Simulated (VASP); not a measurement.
# SrO (I4/mmm) in VASP: single point with PBE

Aim: the single point of SrO with PBE.

Everything below comes from runs of VASP 6.6.1. Logs are shortened: lines on timing, memory, paths and dates and some standing lists are left out, and cuts for length are marked.

### Step 1. The cell of the first run

The structure is tetragonal, space group I4/mmm (No. 139). Conventional cell: a = 3.780 Å, b = 3.780 Å, c = 5.140 Å, α = 90.00°, β = 90.00°, γ = 90.00°. Within 3.4 Å of Sr (site symmetry 4/mmm) lie 6 O at 2.57 to 2.67 Å. O (site symmetry 4/mmm) has 6 Sr at 2.57 to 2.67 Å within 3.4 Å.

### Step 2. Single point, PBE (x and y stretched by +4 %, z held)

INCAR

```
SYSTEM = SrO
PREC     = Accurate       ! precision mode
ENCUT    = 520            ! plane-wave cutoff, eV
EDIFF    = 1E-6           ! SCF threshold, eV
ISMEAR   = -1             ! smearing method
SIGMA    = 0.03           ! smearing width, eV
LREAL    = .False.        ! projectors in reciprocal space
LASPH    = .True.         ! aspherical terms in the spheres
NELM     = 60             ! most SCF steps
ALGO     = Normal         ! electronic algorithm
ISIF     = 2              ! what is computed and relaxed
LWAVE    = .False.        ! write WAVECAR
LCHARG   = .False.        ! write CHGCAR
GGA      = PE             ! functional
NBANDS   = 15             ! bands
```

KPOINTS

```
Automatic mesh
0
Gamma
  8 8 8
  0 0 0
```

POSCAR

```
SrO
1.0
    0.0000000000      2.6725920000      2.5698000000
    2.6725920000      0.0000000000      2.5698000000
    2.6725920000      2.6725920000      0.0000000000
Sr O
1 1
Direct
    0.0000000000      0.0000000000      0.0000000000
    0.5000000000      0.5000000000      0.5000000000
```

Potentials or basis: VASP PAW PBE potentials, release 64 (Sr_sv, O).

Command:

```bash
$ cat potpaw_PBE.64/Sr_sv/POTCAR potpaw_PBE.64/O/POTCAR > POTCAR
$ mpirun -np 1 vasp_std > vasp.out
```

OUTCAR:

```text
SYSTEM = SrO
   PREC = Accurate
   ENCUT = 520
   EDIFF = 1E-6
   ISMEAR = -1
   LREAL = .False.
   LASPH = .True.
   NELM = 60
   ISIF = 2
   GGA = PE

 ion  position               nearest neighbor table
   1  0.000  0.000  0.000-   2 2.57   2 2.57   2 2.67   2 2.67   2 2.67   2 2.67
   2  0.500  0.500  0.500-   1 2.57   1 2.57   1 2.67   1 2.67   1 2.67   1 2.67

  LATTYP: Found a body centered tetragonal cell.
 ALAT       =     3.7796158531
 C/A-ratio  =     1.3598207331

  Lattice vectors:

 A1 = (   0.0000000000,  -2.6725920000,  -2.5698000000)
 A2 = (   0.0000000000,   2.6725920000,  -2.5698000000)
 A3 = (   2.6725920000,   0.0000000000,   2.5698000000)

Analysis of symmetry for initial positions (statically):
=====================================================================
 Subroutine PRICEL returns:
 Original cell was already a primitive cell.

 Routine SETGRP: Setting up the symmetry group for a
 body centered tetragonal supercell.

 Subroutine GETGRP returns: Found 16 space group operations
 (whereof 16 operations were pure point group operations)
 out of a pool of 16 trial point group operations.

The static configuration has the point symmetry D_4h.

Analysis of symmetry for dynamics (positions and initial velocities):
=====================================================================
 Subroutine PRICEL returns:
 Original cell was already a primitive cell.

 Routine SETGRP: Setting up the symmetry group for a
 body centered tetragonal supercell.

 Subroutine GETGRP returns: Found 16 space group operations
 (whereof 16 operations were pure point group operations)
 out of a pool of 16 trial point group operations.

The dynamic configuration has the point symmetry D_4h.

 Subroutine INISYM returns: Found 16 space group operations
 (whereof 16 operations are pure point group operations),
 and found     1 'primitive' translations

----------------------------------------------------------------------------------------

                                     Primitive cell

  volume of cell :      36.7109

  direct lattice vectors                    reciprocal lattice vectors
     0.000000000  2.672592000  2.569800000    -0.187084299  0.187084299  0.194567671
     2.672592000  0.000000000  2.569800000     0.187084299 -0.187084299  0.194567671
     2.672592000  2.672592000  0.000000000     0.187084299  0.187084299 -0.194567671

  length of vectors
     3.707643462  3.707643462  3.779615853     0.328416882  0.328416882  0.328416882

  position of ions in fractional coordinates (direct lattice)
     0.000000000  0.000000000  0.000000000
     0.500000000  0.500000000  0.500000000

  ion indices of the primitive-cell ions
   primitive index   ion index
                 1           1
                 2           2

----------------------------------------------------------------------------------------

 KPOINTS: Automatic mesh

Automatic generation of k-mesh.
 Grid dimensions read from file:
 generate k-points for:    8    8    8

 Generating k-lattice:

  Cartesian coordinates                     Fractional coordinates (reciprocal lattice)
    -0.023385537  0.023385537  0.024320959     0.125000000  0.000000000  0.000000000
     0.023385537 -0.023385537  0.024320959     0.000000000  0.125000000  0.000000000
     0.023385537  0.023385537 -0.024320959     0.000000000  0.000000000  0.125000000

  Length of vectors
     0.041052110  0.041052110  0.041052110

  Shift w.r.t. Gamma in fractional coordinates (k-lattice)
     0.000000000  0.000000000  0.000000000

 Subroutine IBZKPT returns following result:
 ===========================================

 Found     59 irreducible k-points:

 Following reciprocal coordinates:
            Coordinates               Weight
  0.000000  0.000000  0.000000      1.000000
  0.125000  0.000000  0.000000      8.000000
  0.250000  0.000000  0.000000      8.000000
  0.375000  0.000000  0.000000      8.000000
  0.500000  0.000000  0.000000      4.000000
  0.125000  0.125000  0.000000      2.000000
[... 16 lines left out ...]
  0.250000  0.000000  0.125000     16.000000
  0.375000  0.000000  0.125000     16.000000
 [... further k-points ...]
   k-points           NKPTS =     59   k-points in BZ     NKDIM =     59   number of bands    NBANDS=     15
   number of dos      NEDOS =    301   number of ions     NIONS =      2
   total plane-waves  NPLWV =  21952
   dimension x,y,z NGX =    28 NGY =   28 NGZ =   28
   dimension x,y,z NGXF=    56 NGYF=   56 NGZF=   56
   ions per type =               1   1
   NGX,Y,Z   is equivalent  to a cutoff of  12.55, 12.55, 12.32 a.u.
   NGXF,Y,Z  is equivalent  to a cutoff of  25.11, 25.11, 24.63 a.u.
 SYSTEM =  SrO
   PREC   = accura    normal or accurate (medium, high low for compatibility)
   ISTART =      0    job   : 0-new  1-cont  2-samecut
   ICHARG =      2    charge: 1-file 2-atom 10-const
   ISPIN  =      1    spin polarized calculation?
   LNONCOLLINEAR =      F non collinear calculations
   LSORBIT =      F    spin-orbit coupling
   LASPH  =      T    aspherical Exc in radial PAW
   ENCUT  =  520.0 eV  38.22 Ry    6.18 a.u.   6.89  6.89  7.03*2*pi/ulx,y,z
   NELM   =     60;   NELMIN=  2; NELMDL= -5     # of ELM steps
   EDIFF  = 0.1E-05   stopping-criterion for ELM
   LREAL  =      F    real-space projection
   EDIFFG = 0.1E-04   stopping-criterion for IOM
   NSW    =      0    number of steps for IOM
   IBRION =     -1    ionic relax: 0-MD 1-quasi-New 2-CG
   NFREE  =      0    steps in history (QN), initial steepest desc. (CG)
   ISIF   =      2    stress and relaxation
   ISYM   =      2    0-nonsym 1-usesym 2-fastsym
   POTIM  = 0.5000    time-step for ionic-motion
   TEBEG  =    0.0;   TEEND  =   0.0 temperature during run
   PSTRESS=    0.0 pullay stress
   NELECT =      16.0000    total number of electrons
   NUPDOWN=      -1.0000    fix difference up-down
   EMIN   =  10.00;   EMAX   =-10.00  energy-range for DOS
   EFERMI =   0.00;   METHOD = LEGACY
   ISMEAR =    -1;   SIGMA  =   0.03  broadening in eV -4-tet -1-fermi 0-gaus
   EFERMI_NEDOS =   21; number of points for ismear=-14 and -15
   IALGO  =     38    algorithm
   IMIX   =      4    mixing-type and parameters
     AMIX     =   0.40;   BMIX     =  1.00
     AMIX_MAG =   1.60;   BMIX_MAG =  1.00
  volume/ion in A,a.u.               =      18.36       123.87
  Fermi-wavevector in a.u.,A,eV,Ry     =   1.241223  2.345572 20.961618  1.540635
  Thomas-Fermi vector in A             =   2.375630
   LORBIT       =      0    0 simple, 1 ext, 2 COOP (PROOUT), +10 PAW based schemes
   GGA     = PE    functional components
   LHFCALC =     F    Hartree Fock is set to
   AEXX    =    0.0000 exact exchange contribution
   IVDW    =     0    specifies the selected vdW correction
   LEPSILON=     F    determine dielectric tensor
   LRPA    =     F    only Hartree local field effects (RPA)
 non-spin polarized calculation
  energy-cutoff  :      520.00
  volume of cell :       36.71
 maximum number of plane-waves:      1008
   NGX = 13   NGY = 13   NGZ = 13

 number of electron      16.0000005 magnetization

 Free energy of the ion-electron system (eV)
  ---------------------------------------------------
  ext. energy  EPLUGINS =         0.00000000
  ---------------------------------------------------
  free energy    TOTEN  =       -12.03026119 eV

  energy without entropy =      -12.03026119  energy(sigma->0) =      -12.03026119

 E-fermi :   2.0127     XC(G=0):  -9.6657

 val. band max:        1.3946743805   @ k =   0.0000   0.0000   0.0000
 cond. band min:       4.5226304930   @ k =   0.5000   0.5000   0.0000
 fundamental gap:      3.1279561125
 Fermi energy:         2.0126822915

 k-point     1 :       0.0000    0.0000    0.0000
  band No.  band energies     occupation
      1     -31.3485      2.00000
      2     -13.6806      2.00000
      3     -13.0686      2.00000
      4     -13.0686      2.00000
      5     -13.0359      2.00000
      6       1.2796      2.00000
      7       1.2796      2.00000
      8       1.3947      2.00000
      9       4.7454      0.00000
     10       7.2701      0.00000
     11       7.2701      0.00000
     12       7.5375      0.00000
     13       9.1071      0.00000
     14       9.6425      0.00000
     15      13.6580      0.00000

 k-point     2 :       0.1250    0.0000    0.0000
  band No.  band energies     occupation
      1     -31.3343      2.00000
      2     -14.0741      2.00000
      3     -13.0826      2.00000
      4     -13.0583      2.00000
      5     -12.6947      2.00000
      6       0.8775      2.00000
      7       1.1145      2.00000
      8       1.1832      2.00000
      9       5.4136      0.00000
     10       7.1991      0.00000
     11       7.5625      0.00000
     12       7.7296      0.00000
     13       9.4577      0.00000
     14      10.0118      0.00000
     15      14.5729      0.00000

 k-point     3 :       0.2500    0.0000    0.0000
  band No.  band energies     occupation
      1     -31.2998      2.00000
      2     -14.6023      2.00000
      3     -13.1160      2.00000
      4     -13.0750      2.00000
      5     -12.2510      2.00000
      6       0.1113      2.00000
      7       0.7554      2.00000
      8       0.7865      2.00000
      9       6.8192      0.00000
     10       7.1812      0.00000
     11       8.3470      0.00000
     12       8.4420      0.00000
     13      10.3519      0.00000
     14      10.9291      0.00000
     15      16.3179      0.00000
[... 343 lines left out ...]
 k-point    23 :       0.2500    0.0000    0.1250
  band No.  band energies     occupation
      1     -31.3034      2.00000
      2     -14.4145      2.00000
      3     -13.1390      2.00000
      4     -13.1129      2.00000
      5     -12.4390      2.00000
      6       0.1641      2.00000
      7       0.9667      2.00000
      8       1.1010      2.00000
      9       6.4539      0.00000
     10       6.5248      0.00000
     11       8.5327      0.00000
     12       8.7363      0.00000
     13      10.1771      0.00000
     14      10.6307      0.00000
     15      16.3345      0.00000

 k-point    24 :       0.3750    0.0000    0.1250
  band No.  band energies     occupation
      1     -31.2688      2.00000
      2     -14.7864      2.00000
      3     -13.1825      2.00000
      4     -13.1413      2.00000
      5     -12.1670      2.00000
      6      -0.2171      2.00000
      7       0.5565      2.00000
      8       0.7296      2.00000
      9       6.7903      0.00000
     10       7.8048      0.00000
     11       9.3017      0.00000
     12       9.5608      0.00000
     13      11.2485      0.00000
     14      11.5400      0.00000
     15      15.9623      0.00000

 [... further k-points ...]

------------------------ aborting loop because EDIFF is reached ----------------------------------------

  FORCE on cell =-STRESS in cart. coord.  units (eV):
  Direction    XX          YY          ZZ          XY          YZ          ZX
  --------------------------------------------------------------------------------------
  -------------------------------------------------------------------------------------
  Total       -0.9456795     -0.9456795     -0.0689871      0.0000000      0.0000000     -0.0000000
  in kB      -41.2724175    -41.2724175     -3.0108153      0.0000000      0.0000000     -0.0000000
  external PRESSURE =     -28.5185501 kB  Pullay stress =       0.0000000 kB

 VOLUME and BASIS-vectors are now :
 -----------------------------------------------------------------------------
  energy-cutoff  :      520.00
  volume of cell :       36.71
      direct lattice vectors                 reciprocal lattice vectors
     0.000000000  2.672592000  2.569800000    -0.187084299  0.187084299  0.194567671
     2.672592000  0.000000000  2.569800000     0.187084299 -0.187084299  0.194567671
     2.672592000  2.672592000  0.000000000     0.187084299  0.187084299 -0.194567671

 POSITION                                       TOTAL-FORCE (eV/Angst)
 -----------------------------------------------------------------------------------
      0.00000      0.00000      0.00000        -0.000000     -0.000000      0.000000
      2.67259      2.67259      2.56980         0.000000      0.000000      0.000000
 -----------------------------------------------------------------------------------
    total drift:                                0.000000      0.000000      0.000000

  FREE ENERGIE OF THE ION-ELECTRON SYSTEM (eV)
  ---------------------------------------------------
  free  energy   TOTEN  =       -12.0302611924 eV

  energy  without entropy=      -12.0302611924  energy(sigma->0) =      -12.03026119
```

It took 20 s on 1 thread of AMD EPYC 7R13, shared host; peak memory 0.18 GiB.

Results:

```
Free energy            : -12.0303 eV
Pressure               : -2.9 GPa
Band gap on the k mesh : 3.13 eV, indirect (least direct gap 3.35 eV)
```

Stress tensor (GPa, compression positive):
```
-4.13  0.00  0.00
 0.00 -4.13  0.00
 0.00  0.00 -0.30
```

Caveat: the cell differs from its parent crystal (x and y stretched by +4 %, z held).
